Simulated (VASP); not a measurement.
# Se (R-3m) in VASP: notebook, part 2 of 2

VASP 6.6.1. Earlier steps stand in the parts before.

## 4. Single point, r2SCAN+D3(BJ)

This run uses another cell than the first one, of 12.17 Å³/atom, 1.049 times its volume.

Input file POSCAR:

```
Se
1.0
    1.9719696290      1.1385179458      0.9031825781
   -1.9719696290      1.1385179458      0.9031825781
    0.0000000000     -2.2770358916      0.9031825781
Se
1
Direct
    0.0000000000      0.0000000000      0.0000000000
```

Input file INCAR.step1:

```
SYSTEM = Se
PREC     = Accurate       ! precision mode
ENCUT    = 520            ! plane-wave cutoff, eV
ISMEAR   = 1              ! smearing method
SIGMA    = 0.1            ! smearing width, eV
LREAL    = .FALSE.        ! projectors in reciprocal space
LASPH    = .TRUE.         ! aspherical terms in the spheres
NELM     = 80             ! most SCF steps
NBANDS   = 9              ! bands
GGA      = PE             ! functional
ALGO     = Normal         ! electronic algorithm
EDIFF    = 1E-4           ! SCF threshold, eV
LWAVE    = .TRUE.         ! write WAVECAR
LCHARG   = .FALSE.        ! write CHGCAR
```

Input file INCAR.step2:

```
SYSTEM = Se
PREC     = Accurate       ! precision mode
ENCUT    = 520            ! plane-wave cutoff, eV
EDIFF    = 1E-6           ! SCF threshold, eV
ISMEAR   = 1              ! smearing method
SIGMA    = 0.1            ! smearing width, eV
LREAL    = .FALSE.        ! projectors in reciprocal space
LASPH    = .TRUE.         ! aspherical terms in the spheres
NELM     = 80             ! most SCF steps
ALGO     = Normal         ! electronic algorithm
ISIF     = 2              ! what is computed and relaxed
LWAVE    = .FALSE.        ! write WAVECAR
LCHARG   = .FALSE.        ! write CHGCAR
METAGGA  = R2SCAN         ! meta-GGA
LMIXTAU  = .TRUE.       
IVDW     = 12             ! dispersion correction
VDW_S6   = 1.0          
VDW_S8   = 0.78981345   
VDW_A1   = 0.49484001   
VDW_A2   = 5.73083694   
NBANDS   = 9              ! bands
ISTART   = 1
```

Input file KPOINTS:

```
regular mesh
0
G
  13 13 13
  0 0 0
```

The run is started by

```console
cat potpaw_PBE.64/Se/POTCAR > POTCAR
cp INCAR.step1 INCAR
mpirun -np 1 vasp_std > vasp.out
cp INCAR.step2 INCAR
mpirun -np 1 vasp_std > vasp.out
```

Wall time 40 s (1 thread of Intel Xeon Platinum 8488C (Sapphire Rapids), shared host); peak memory 0.15 GiB.

It converged, with:

```
Free energy                : -12.0155 eV
Pressure                   : 117.5 GPa
Band gap on the k mesh     : zero (band 3 reaches 20.75 eV, above the bottom of band 4 at 6.58 eV)
Dispersion energy per atom : -0.341 eV
```

Stress tensor (GPa, compression positive):
```
115.83   0.00   0.00
  0.00 115.83   0.00
  0.00   0.00 120.72
```

Levels at points of the mesh, in eV from the Fermi level:
| k point | band 1 | band 2 | band 3 | band 4 | band 5 | band 6 | band 7 |
| --- | --- | --- | --- | --- | --- | --- | --- |
| (0.00, 0.00, 0.00) | -23.54 | 4.97 | 7.30 | 7.30 | 12.59 | 12.59 | 15.06 |

Caveat: the PAW data sets were made with another functional, which shifts forces and pressure a little; pairwise dispersion overbinds metals, which lowers pressure and volume.

## 5. Single point, r2SCAN+D3(BJ)

This run uses another cell than the first one, of 12.45 Å³/atom, 1.073 times its volume.

Input file POSCAR:

```
Se
1.0
    1.9871392223      1.1472761203      0.9101304094
   -1.9871392223      1.1472761203      0.9101304094
    0.0000000000     -2.2945522406      0.9101304094
Se
1
Direct
    0.0000000000      0.0000000000      0.0000000000
```

Input file INCAR.step1:

```
SYSTEM = Se
  PREC = Accurate
  ENCUT = 520
  ISMEAR = 1
  SIGMA = 0.1
  LREAL = .False.
  LASPH = .True.
  NELM = 100
  NBANDS = 9
  GGA = PE
  ALGO = Normal
  EDIFF = 1E-4
  LWAVE = .True.
  LCHARG = .False.
```

Input file INCAR.step2:

```
SYSTEM = Se
  PREC = Accurate
  ENCUT = 520
  EDIFF = 1E-6
  ISMEAR = 1
  SIGMA = 0.1
  LREAL = .False.
  LASPH = .True.
  NELM = 100
  ALGO = Normal
  ISIF = 2
  LWAVE = .False.
  LCHARG = .True.
  METAGGA = R2SCAN
  LMIXTAU = .True.
  IVDW = 12
  VDW_S6 = 1.0
  VDW_S8 = 0.78981345
  VDW_A1 = 0.49484001
  VDW_A2 = 5.73083694
  LELF = .True.
  LVHAR = .True.
  NBANDS = 9
  ISTART = 1
```

Input file KPOINTS:

```
regular mesh
0
Gamma
  13 13 13
  0 0 0
```

Potentials or basis: VASP PAW PBE potentials, release 64 (Se).

The run is started by

```console
cat potpaw_PBE.64/Se/POTCAR > POTCAR
cp INCAR.step1 INCAR
mpirun -np 1 vasp_std > vasp.out
cp INCAR.step2 INCAR
mpirun -np 1 vasp_std > vasp.out
```

OUTCAR:

```text
SYSTEM = Se
   PREC = Accurate
   ENCUT = 520
   EDIFF = 1E-6
   ISMEAR = 1
   LREAL = .False.
   LASPH = .True.
   NELM = 100
   ISIF = 2
   METAGGA = R2SCAN
   IVDW = 12
   ISTART = 1
 IVDW          = 12

 ion  position               nearest neighbor table
   1  0.000  0.000  0.000-

  LATTYP: Found a trigonal (rhomboedric) cell.
 ALAT       =     2.4684614940
 COS(alpha) =    -0.2960861593

  Lattice vectors:

 A1 = (   1.9871392223,   1.1472761203,   0.9101304094)
 A2 = (  -1.9871392223,   1.1472761203,   0.9101304094)
 A3 = (   0.0000000000,  -2.2945522406,   0.9101304094)

Analysis of symmetry for initial positions (statically):
=====================================================================
 Subroutine PRICEL returns:
 Original cell was already a primitive cell.

 Routine SETGRP: Setting up the symmetry group for a
 trigonal (rhombohedral) supercell.

 Subroutine GETGRP returns: Found 12 space group operations
 (whereof 12 operations were pure point group operations)
 out of a pool of 12 trial point group operations.

The static configuration has the point symmetry D_3d.

Analysis of symmetry for dynamics (positions and initial velocities):
[... 161 lines left out ...]
 fundamental gap:      0.0961927803
 Fermi energy:        13.0151383385

 k-point     1 :       0.0000    0.0000    0.0000
  band No.  band energies     occupation
      1     -10.1468      2.00000
      2      17.8014      0.00000
      3      20.0840      0.00000
      4      20.0840      0.00000
      5      25.5587      0.00000
      6      25.5587      0.00000
      7      27.9667      0.00000
      8      32.4314      0.00000
      9      32.4321      0.00000
[... 265 lines left out ...]
 k-point    24 :       0.4615    0.1538    0.0000
  band No.  band energies     occupation
      1      -2.9950      2.00000
      2       1.2960      2.00000
      3      10.5331      2.00000
      4      15.8665      0.00000
      5      23.1786      0.00000
      6      27.4264      0.00000
      7      33.1882      0.00000
      8      34.4097      0.00000
      9      39.4544      0.00000

 [... further k-points ...]

------------------------ aborting loop because EDIFF is reached ----------------------------------------

 Edisp (eV)   -0.33361

 E8    (eV) :    -0.1059

  FORCE on cell =-STRESS in cart. coord.  units (eV):
  Direction    XX          YY          ZZ          XY          YZ          ZX
  --------------------------------------------------------------------------------------
  -------------------------------------------------------------------------------------
  Total       8.13712     8.13713     8.57000     0.00000     0.00000    -0.00000
  in kB    1047.20144  1047.20282  1102.91030     0.00000     0.00000    -0.00000
  external pressure =     1065.77 kB  Pullay stress =        0.00 kB

 VOLUME and BASIS-vectors are now :
 -----------------------------------------------------------------------------
  energy-cutoff  :      520.00
  volume of cell :       12.45
      direct lattice vectors                 reciprocal lattice vectors
     1.987139222  1.147276120  0.910130409     0.251618002  0.145271625  0.366247880
    -1.987139222  1.147276120  0.910130409    -0.251618002  0.145271625  0.366247880
     0.000000000 -2.294552241  0.910130409     0.000000000 -0.290543251  0.366247880

 POSITION                                       TOTAL-FORCE (eV/Angst)
 -----------------------------------------------------------------------------------
      0.00000      0.00000      0.00000         0.000000      0.000000     -0.000000
 -----------------------------------------------------------------------------------
    total drift:                               -0.000000      0.000000      0.000000

  FREE ENERGIE OF THE ION-ELECTRON SYSTEM (eV)
  ---------------------------------------------------
  free  energy   TOTEN  =       -12.2132140526 eV

  energy  without entropy=      -12.2134984739  energy(sigma->0) =      -12.21330886
```

OUTCAR.step1:

```text
SYSTEM = Se
   PREC = Accurate
   ENCUT = 520
   ISMEAR = 1
   LREAL = .False.
   LASPH = .True.
   NELM = 100
[... 505 lines left out ...]
 -----------------------------------------------------------------------------------
      0.00000      0.00000      0.00000         0.000000     -0.000000     -0.000000
 -----------------------------------------------------------------------------------
    total drift:                                0.000000     -0.000000     -0.000000

  FREE ENERGIE OF THE ION-ELECTRON SYSTEM (eV)
  ---------------------------------------------------
  free  energy   TOTEN  =        -1.2102263830 eV

  energy  without entropy=       -1.2099092239  energy(sigma->0) =       -1.21012066
```

Run time: 41 s. Hardware: 1 thread of Intel Xeon Platinum 8488C (Sapphire Rapids), shared host; peak memory 0.15 GiB.

What came out:

```
Free energy                : -12.2132 eV
Pressure                   : 106.6 GPa
Band gap on the k mesh     : zero (band 3 reaches 20.08 eV, above the bottom of band 4 at 6.34 eV)
Dispersion energy per atom : -0.334 eV
```

Levels at points of the mesh, in eV from the Fermi level:
```csv
k point,band 1,band 2,band 3,band 4,band 5,band 6
"(0.00, 0.00, 0.00)",-23.16,4.79,7.07,7.07,12.54,12.54
```

Caveat: the PAW data sets were made with another functional, which shifts forces and pressure a little; pairwise dispersion overbinds metals, which lowers pressure and volume.

## 6. The runs side by side

| cell | gap on the mesh (eV) | pressure (GPa) |
| --- | --- | --- |
| a = 2.411 Å, angles 107.2°, 1 atom | none | 142.7 |
| a = 2.430 Å, angles 107.2°, 1 atom | none | 129.5 |
| a = 2.450 Å, angles 107.2°, 1 atom | none | 117.5 |
| a = 2.468 Å, angles 107.2°, 1 atom | none | 106.6 |

Alike in all rows: task single point; level r2SCAN+D3(BJ); potentials or basis VASP PAW PBE potentials, release 64 (Se); no spin polarisation; k mesh 13 × 13 × 13; cutoff (eV) 520; smearing methfessel-paxton 0.1 eV.

Caveats: the PAW data sets were made with another functional, which shifts forces and pressure a little; pairwise dispersion overbinds metals, which lowers pressure and volume.

Absolute energies hang on the potentials; compare differences alone.
